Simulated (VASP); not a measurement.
# Ti12S in VASP: single point with PBE

Aim: the single point of Ti12S with PBE.

All numbers are computed with VASP 6.6.1; they aren't measurements. Logs are shortened: lines on timing, memory, paths and dates and some standing lists are left out, and cuts for length are marked.

## (1) The cell of the first run

The cell holds a slab with vacuum, 13 atoms: a = 5.876 Å, b = 4.650 Å, c = 21.284 Å, α = 90.00°, β = 90.00°, γ = 90.00°.

## (2) Single point, PBE

File INCAR:

```
  ALGO = Normal
  DIPOL = 0.5 0.5 0.341
  EDIFF = 1E-7
  ENCUT = 520
  GGA = PE
  IDIPOL = 3
  ISIF = 2
  ISMEAR = 0
  LASPH = T
  LCHARG = T
  LDIPOL = T
  LELF = T
  LREAL = F
  LVACPOTAV = T
  LVHAR = T
  LWAVE = F
  NBANDS = 87
  NELM = 80
  PREC = Accurate
  SIGMA = 0.1
```

File KPOINTS:

```
k-points
0
Gamma
  5 6 1
```

File POSCAR:

```
Ti12S
1.0
    5.8763264168      0.0000000000      0.0000000000
    0.0000000000      4.6504654182      0.0000000000
    0.0000000000      0.0000000000     21.2842241242
Ti S
12 1
Direct
    0.0000000000      0.7500000000      0.1879326198
    0.5000000000      0.7500000000      0.1879326198
    0.2500000000      0.2500000000      0.2277825413
    0.7500000000      0.2500000000      0.2277825413
    0.2500000000      0.7500000000      0.3074823842
    0.7500000000      0.7500000000      0.3074823842
    0.0000000000      0.2500000000      0.3461291950
    0.5000000000      0.2500000000      0.3461291950
    0.0000000000      0.7500000000      0.4220680055
    0.5000000000      0.7500000000      0.4220680055
    0.2500000000      0.2500000000      0.4596937181
    0.7500000000      0.2500000000      0.4596937181
    0.5000000000      0.5000000000      0.5277712567
```

Potentials or basis: VASP PAW PBE potentials, release 64 (Ti_sv, S).

On the command line:

```
> cat potpaw_PBE.64/Ti_sv/POTCAR potpaw_PBE.64/S/POTCAR > POTCAR
> mpirun -np 1 vasp_std > vasp.out
```

OUTCAR:

```text
EDIFF = 1E-7
   ENCUT = 520
   GGA = PE
   ISIF = 2
   ISMEAR = 0
   LASPH = T
   LREAL = F
   NELM = 80
   PREC = Accurate

 ion  position               nearest neighbor table
   1  0.000  0.750  0.188-   3 2.88   4 2.88   3 2.88   4 2.88
   2  0.500  0.750  0.188-   3 2.88   4 2.88   3 2.88   4 2.88
   3  0.250  0.250  0.228-   5 2.88   5 2.88   1 2.88   1 2.88   2 2.88   2 2.88   8 2.92   7 2.92

   4  0.750  0.250  0.228-   6 2.88   6 2.88   1 2.88   1 2.88   2 2.88   2 2.88   8 2.92   7 2.92

   5  0.250  0.750  0.307-   9 2.85  10 2.85   7 2.87   8 2.87   7 2.87   8 2.87   3 2.88   3 2.88

   6  0.750  0.750  0.307-   9 2.85  10 2.85   7 2.87   8 2.87   7 2.87   8 2.87   4 2.88   4 2.88

   7  0.000  0.250  0.346-  11 2.83  12 2.83   9 2.83   9 2.83   5 2.87   5 2.87   6 2.87   6 2.87
                             3 2.92   4 2.92
   8  0.500  0.250  0.346-  11 2.83  12 2.83  10 2.83  10 2.83   5 2.87   5 2.87   6 2.87   6 2.87
                             3 2.92   4 2.92
   9  0.000  0.750  0.422-   7 2.83   7 2.83   5 2.85   6 2.85  12 2.86  11 2.86  11 2.86  12 2.86

  10  0.500  0.750  0.422-  13 2.53   8 2.83   8 2.83   6 2.85   5 2.85  11 2.86  12 2.86  11 2.86
                            12 2.86
  11  0.250  0.250  0.460-  13 2.37   8 2.83   7 2.83  10 2.86   9 2.86   9 2.86  10 2.86
  12  0.750  0.250  0.460-  13 2.37   8 2.83   7 2.83  10 2.86   9 2.86   9 2.86  10 2.86
  13  0.500  0.500  0.528-  11 2.37  12 2.37  10 2.53

  LATTYP: Found a simple orthorhombic cell.
 ALAT       =     4.6504654182
 B/A-ratio  =     1.2635996375
 C/A-ratio  =     4.5767944088

  Lattice vectors:

 A1 = (   0.0000000000,  -4.6504654182,   0.0000000000)
 A2 = (   5.8763264168,   0.0000000000,   0.0000000000)
 A3 = (   0.0000000000,   0.0000000000,  21.2842241242)

Analysis of symmetry for initial positions (statically):
=====================================================================
 Subroutine PRICEL returns:
 Original cell was already a primitive cell.

 Routine SETGRP: Setting up the symmetry group for a
 simple orthorhombic supercell.

 Subroutine GETGRP returns: Found  2 space group operations
 (whereof  2 operations were pure point group operations)
 out of a pool of  8 trial point group operations.

The static configuration has the point symmetry C_1h.

Analysis of symmetry for dynamics (positions and initial velocities):
=====================================================================
 Subroutine PRICEL returns:
 Original cell was already a primitive cell.

 Routine SETGRP: Setting up the symmetry group for a
 simple orthorhombic supercell.

 Subroutine GETGRP returns: Found  2 space group operations
 (whereof  2 operations were pure point group operations)
 out of a pool of  8 trial point group operations.

The dynamic configuration has the point symmetry C_1h.

 Subroutine INISYM returns: Found  2 space group operations
 (whereof  2 operations are pure point group operations),
 and found     1 'primitive' translations

----------------------------------------------------------------------------------------

                                     Primitive cell

  volume of cell :     581.6479

  direct lattice vectors                    reciprocal lattice vectors
     5.876326417  0.000000000  0.000000000     0.170174345  0.000000000  0.000000000
     0.000000000  4.650465418  0.000000000     0.000000000  0.215032241  0.000000000
     0.000000000  0.000000000 21.284224124     0.000000000  0.000000000  0.046983155

  length of vectors
     5.876326417  4.650465418 21.284224124     0.170174345  0.215032241  0.046983155

  position of ions in fractional coordinates (direct lattice)
     0.000000000  0.750000000  0.187932620
     0.500000000  0.750000000  0.187932620
     0.250000000  0.250000000  0.227782541
     0.750000000  0.250000000  0.227782541
     0.250000000  0.750000000  0.307482384
     0.750000000  0.750000000  0.307482384
     0.000000000  0.250000000  0.346129195
     0.500000000  0.250000000  0.346129195
     0.000000000  0.750000000  0.422068006
     0.500000000  0.750000000  0.422068006
     0.250000000  0.250000000  0.459693718
     0.750000000  0.250000000  0.459693718
[... 35 lines left out ...]

  Shift w.r.t. Gamma in fractional coordinates (k-lattice)
     0.000000000  0.000000000  0.000000000

 Subroutine IBZKPT returns following result:
 ===========================================

 Found     12 irreducible k-points:

 Following reciprocal coordinates:
            Coordinates               Weight
  0.000000  0.000000  0.000000      1.000000
  0.200000  0.000000  0.000000      2.000000
  0.400000  0.000000  0.000000      2.000000
  0.000000  0.166667  0.000000      2.000000
  0.200000  0.166667  0.000000      4.000000
  0.400000  0.166667  0.000000      4.000000
  0.000000  0.333333  0.000000      2.000000
  0.200000  0.333333  0.000000      4.000000
  0.400000  0.333333  0.000000      4.000000
  0.000000  0.500000  0.000000      1.000000
  0.200000  0.500000  0.000000      2.000000
  0.400000  0.500000  0.000000      2.000000
   k-points           NKPTS =     12   k-points in BZ     NKDIM =     12   number of bands    NBANDS=     87
   number of dos      NEDOS =    301   number of ions     NIONS =     13
   total plane-waves  NPLWV = 276480
   dimension x,y,z NGX =    48 NGY =   36 NGZ =  160
   dimension x,y,z NGXF=    96 NGYF=   72 NGZF=  320
   ions per type =              12   1
   NGX,Y,Z   is equivalent  to a cutoff of  13.58, 12.87, 12.50 a.u.
   NGXF,Y,Z  is equivalent  to a cutoff of  27.16, 25.74, 24.99 a.u.
 SYSTEM =  unknown system
   PREC   = accura    normal or accurate (medium, high low for compatibility)
   ISTART =      0    job   : 0-new  1-cont  2-samecut
   ICHARG =      2    charge: 1-file 2-atom 10-const
   ISPIN  =      1    spin polarized calculation?
   LNONCOLLINEAR =      F non collinear calculations
   LSORBIT =      F    spin-orbit coupling
   LASPH  =      T    aspherical Exc in radial PAW
   ENCUT  =  520.0 eV  38.22 Ry    6.18 a.u.  10.93  8.65 39.57*2*pi/ulx,y,z
   NELM   =     80;   NELMIN=  2; NELMDL= -5     # of ELM steps
   EDIFF  = 0.1E-06   stopping-criterion for ELM
   LREAL  =      F    real-space projection
   EDIFFG = 0.1E-05   stopping-criterion for IOM
   NSW    =      0    number of steps for IOM
   IBRION =     -1    ionic relax: 0-MD 1-quasi-New 2-CG
   NFREE  =      0    steps in history (QN), initial steepest desc. (CG)
   ISIF   =      2    stress and relaxation
   ISYM   =      2    0-nonsym 1-usesym 2-fastsym
   POTIM  = 0.5000    time-step for ionic-motion
   TEBEG  =    0.0;   TEEND  =   0.0 temperature during run
   PSTRESS=    0.0 pullay stress
   NELECT =     150.0000    total number of electrons
   NUPDOWN=      -1.0000    fix difference up-down
   EMIN   =  10.00;   EMAX   =-10.00  energy-range for DOS
   EFERMI =   0.00;   METHOD = LEGACY
   ISMEAR =     0;   SIGMA  =   0.10  broadening in eV -4-tet -1-fermi 0-gaus
   EFERMI_NEDOS =   21; number of points for ismear=-14 and -15
   IALGO  =     38    algorithm
   IMIX   =      4    mixing-type and parameters
     AMIX     =   0.40;   BMIX     =  1.00
     AMIX_MAG =   1.60;   BMIX_MAG =  1.00
  volume/ion in A,a.u.               =      44.74       301.93
  Fermi-wavevector in a.u.,A,eV,Ry     =   1.042042  1.969174 14.773905  1.085851
  Thomas-Fermi vector in A             =   2.176690
   LORBIT       =      0    0 simple, 1 ext, 2 COOP (PROOUT), +10 PAW based schemes
   GGA     = PE    functional components
   LHFCALC =     F    Hartree Fock is set to
   AEXX    =    0.0000 exact exchange contribution
   IVDW    =     0    specifies the selected vdW correction
   LEPSILON=     F    determine dielectric tensor
   LRPA    =     F    only Hartree local field effects (RPA)
 non-spin polarized calculation
 Gauss-broadening in eV      SIGMA  =   0.10
  energy-cutoff  :      520.00
  volume of cell :      581.65
 maximum number of plane-waves:     15708
 NGX is ok and might be reduce to    48
   NGX = 21   NGY = 17   NGZ = 79

 dipolmoment           0.000000      0.000000     -0.036611 electrons x Angstroem

 number of electron     150.0000022 magnetization

 dipolmoment           0.000000      0.000000      0.148537 electrons x Angstroem

 Free energy of the ion-electron system (eV)
  ---------------------------------------------------
  ext. energy  EPLUGINS =         0.00000000
  ---------------------------------------------------
  free energy    TOTEN  =       -94.45593590 eV

  energy without entropy =      -94.35819760  energy(sigma->0) =      -94.40706675

 E-fermi :   0.6885     XC(G=0):  -5.2986

 val. band max:        0.6787582034   @ k =   0.0000   0.0000   0.0000
 cond. band min:       0.6972382190   @ k =   0.0000   0.5000   0.0000
 fundamental gap:      0.0184800156
 Fermi energy:         0.6885041226

 k-point     1 :       0.0000    0.0000    0.0000
  band No.  band energies     occupation
      1     -56.3597      2.00000
      2     -56.3155      2.00000
      3     -56.1795      2.00000
      4     -56.1220      2.00000
      5     -56.1119      2.00000
      6     -56.0717      2.00000
[... 1069 lines left out ...]
     86       1.1523      0.00000
     87       1.2622      0.00000

------------------------ aborting loop because EDIFF is reached ----------------------------------------

  FORCE on cell =-STRESS in cart. coord.  units (eV):
  Direction    XX          YY          ZZ          XY          YZ          ZX
  --------------------------------------------------------------------------------------
  -------------------------------------------------------------------------------------
  Total       -2.7457786     -3.0620944     -0.6476861      0.0000000     -0.3597803      0.0000000
  in kB       -7.5633804     -8.4346876     -1.7840827      0.0000000     -0.9910322      0.0000000
  external PRESSURE =      -5.9273836 kB  Pullay stress =       0.0000000 kB

 VOLUME and BASIS-vectors are now :
 -----------------------------------------------------------------------------
  energy-cutoff  :      520.00
  volume of cell :      581.65
      direct lattice vectors                 reciprocal lattice vectors
     5.876326417  0.000000000  0.000000000     0.170174345  0.000000000  0.000000000
     0.000000000  4.650465418  0.000000000     0.000000000  0.215032241  0.000000000
     0.000000000  0.000000000 21.284224124     0.000000000  0.000000000  0.046983155

 POSITION                                       TOTAL-FORCE (eV/Angst)
 -----------------------------------------------------------------------------------
      0.00000      3.48785      4.00000         0.000000      0.002460      0.344220
      2.93816      3.48785      4.00000         0.000000     -0.013425      0.326841
      1.46908      1.16262      4.84817         0.031163     -0.011728      0.060075
      4.40724      1.16262      4.84817        -0.031163     -0.011728      0.060075
      1.46908      3.48785      6.54452        -0.086042      0.102033     -0.446805
      4.40724      3.48785      6.54452         0.086042      0.102033     -0.446805
      0.00000      1.16262      7.36709         0.000000     -0.115660     -0.073595
      2.93816      1.16262      7.36709         0.000000     -0.015471     -0.381753
      0.00000      3.48785      8.98339         0.000000     -0.105294     -0.509489
      2.93816      3.48785      8.98339         0.000000     -0.027366      0.636371
      1.46908      1.16262      9.78422        -0.081650      0.150933      0.212155
      4.40724      1.16262      9.78422         0.081650      0.150933      0.212155
      2.93816      2.32523     11.23320         0.000000     -0.207720      0.006558
 -----------------------------------------------------------------------------------
    total drift:                                0.000000      0.000004      0.000172

  FREE ENERGIE OF THE ION-ELECTRON SYSTEM (eV)
  ---------------------------------------------------
  free  energy   TOTEN  =       -94.4559359021 eV

  energy  without entropy=      -94.3581975953  energy(sigma->0) =      -94.40706675

 vacuum level on the upper side and lower side of the slab         5.437         4.453
```

Wall time 74 min (1 thread of Intel Xeon 8259CL, shared host); peak memory 0.82 GiB.

Results:

```
Free energy            : -94.4559 eV
Largest force          : 0.637 eV/Å
Band gap on the k mesh : zero (bands 75 and 76 overlap by 0.31 eV)
```

Forces in eV/Å, atoms in the order of the input:
```
Ti   0.000  0.002  0.344
Ti   0.000 -0.013  0.327
Ti   0.031 -0.012  0.060
Ti  -0.031 -0.012  0.060
Ti  -0.086  0.102 -0.447
Ti   0.086  0.102 -0.447
Ti   0.000 -0.116 -0.074
Ti   0.000 -0.015 -0.382
Ti   0.000 -0.105 -0.509
Ti   0.000 -0.027  0.636
Ti  -0.082  0.151  0.212
Ti   0.082  0.151  0.212
S    0.000 -0.208  0.007
```
